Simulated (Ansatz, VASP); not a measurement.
# PbS: VASP beside Ansatz

INCAR

```
ALGO = Normal
EDIFF = 1E-7
ENCUT = 520
GGA = PS
ISIF = 2
ISMEAR = 0
LASPH = True
LCHARG = False
LREAL = False
LWAVE = False
NBANDS = 28
NELM = 100
PREC = Accurate
SIGMA = 0.02
```

File KPOINTS:

```
k-points
0
Gamma
  8 8 6
```

POSCAR

```
PbS
1.0
    2.0349009196     -5.7683607087      0.0000000000
    2.0349009196      5.7683607087      0.0000000000
    0.0000000000      0.0000000000      4.1248374541
Pb S
2 2
Direct
    0.9029575717      0.0970424283      0.7500000000
    0.1321089495      0.8678910505      0.2500000000
    0.6280485301      0.3719514699      0.7500000000
    0.3368849488      0.6631150512      0.2500000000
```

Input for Ansatz:

```yaml
crystal:
  lattice:
    - [2.0349009196, -5.7683607087, 0.0]
    - [2.0349009196, 5.7683607087, 0.0]
    - [0.0, 0.0, 4.1248374541]
  atoms:
    - { symbol: Pb, position: [0.9029575717, 0.0970424283, 0.75] }
    - { symbol: Pb, position: [0.1321089495, 0.8678910505, 0.25] }
    - { symbol: S, position: [0.6280485301, 0.3719514699, 0.75] }
    - { symbol: S, position: [0.3368849488, 0.6631150512, 0.25] }
basis:
  ecutwfc: 420
kpoints:
  mp_grid: { grid: [8, 8, 6] }
hamiltonian:
  xc: pbesol
scf:
  occupations: { method: gaussian, width: 0.02 }
output:
  forces: true
  stress: true
  eigenvalues: true
```

Alike in both runs: task single point; functional PBEsol; k mesh 8 × 8 × 6; occupations gaussian, width 0.02 eV; no spin polarisation.

|  | VASP | Ansatz |
| --- | --- | --- |
| version | VASP 6.6.1 | Ansatz 0.2.0 |
| potentials or method | VASP PAW PBE potentials, release 64 (Pb_d, S), cutoff 520 eV | scalar-relativistic, plane waves, PAW |
| valence electrons in the cell | 40 | 40 |

VASP gave:

| Quantity | Value |
| --- | --- |
| gap on the k mesh at the Fermi level (eV) | 0.44 |
| least direct gap on the mesh (eV) | 0.65 |
| pressure (GPa) | 3.5 |
| traceless stress, the component that is largest in VASP (GPa) | 4.52 |
| rms of the force components (eV/Å) | 1.006 |

Question: Estimate Ansatz's values.

Answer: gap on the k mesh at the Fermi level (eV): 0.44; least direct gap on the mesh (eV): 0.65; pressure (GPa): 3.5; traceless stress, the component that is largest in VASP (GPa): 4.61; rms of the force components (eV/Å): 1.014.

VASP's potentials were made for PBE, not for PBEsol. Atom by atom the forces differ by 0.009 eV/Å (rms over components).

Neither program's run includes spin-orbit coupling.
